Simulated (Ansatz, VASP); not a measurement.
## As in VASP and in Ansatz

Contents of INCAR:

```
ALGO     = Normal         # electronic algorithm
DIPOL    = 0.5 0.5 0.500
EDIFF    = 1E-6           # SCF threshold, eV
ENCUT    = 520            # plane-wave cutoff, eV
GGA      = CA             # functional
IDIPOL   = 3            
ISIF     = 2              # what is computed and relaxed
ISMEAR   = 0              # smearing method
LASPH    = T              # aspherical terms in the spheres
LCHARG   = T              # write CHGCAR
LDIPOL   = T            
LELF     = T              # ELF
LREAL    = F              # projectors in reciprocal space
LVACPOTAV= T            
LVHAR    = T            
LWAVE    = F              # write WAVECAR
NBANDS   = 12             # bands
NELM     = 60             # most SCF steps
PREC     = Accurate       # precision mode
SIGMA    = 0.02           # smearing width, eV
```

Contents of KPOINTS:

```
k-points
0
Gamma
  9 9 1
```

POSCAR

```
As
1.0
    3.5760000000      0.0000000000      0.0000000000
   -1.7880000000      3.0969068439      0.0000000000
    0.0000000000      0.0000000000     28.0000000000
As
2
Direct
    0.3333333333      0.6666666667      0.5052857143
    0.6666666667      0.3333333333      0.4947142857
```

Input for Ansatz:

```yaml
crystal:
  lattice:
    - [3.576, 0.0, 0.0]
    - [-1.788, 3.0969068439, 0.0]
    - [0.0, 0.0, 28.0]
  atoms:
    - { symbol: As, position: [0.3333333333, 0.6666666667, 0.5052857143] }
    - { symbol: As, position: [0.6666666667, 0.3333333333, 0.4947142857] }
  periodic: [true, true, false]
basis:
  ecutwfc: 420
kpoints:
  mp_grid: { grid: [9, 9, 1] }
hamiltonian:
  xc: lda
scf:
  occupations: { method: gaussian, width: 0.02 }
output:
  forces: true
  stress: true
  eigenvalues: true
```

Alike in both runs: task single point; functional LDA; k mesh 9 × 9 × 1; occupations gaussian, width 0.02 eV; no spin polarisation.

|  | VASP | Ansatz |
| --- | --- | --- |
| version | VASP 6.6.1 | Ansatz 0.2.0 |
| potentials or method | VASP PAW LDA potentials, release 64 (As), cutoff 520 eV | scalar-relativistic, plane waves, PAW |
| valence electrons in the cell | 10 | 30 |

```tsv
	VASP	Ansatz	Ansatz less VASP
gap on the k mesh at the Fermi level (eV)	none	none	-
rms of the force components (eV/Å)	1.729	1.703	-0.0260
work function, face that differs most (eV)	4.21	4.22	+0.013
```

LDA's correlation is that of Perdew and Zunger in VASP and of Perdew and Wang (1992) in Ansatz. Atom by atom the forces differ by 0.026 eV/Å (rms over components). A gap of «none» marks a metal or a gap that the smearing closes. VASP's potentials hold 10 valence electrons a cell and Ansatz's 30, so a difference there can come from the potentials and not from the codes.
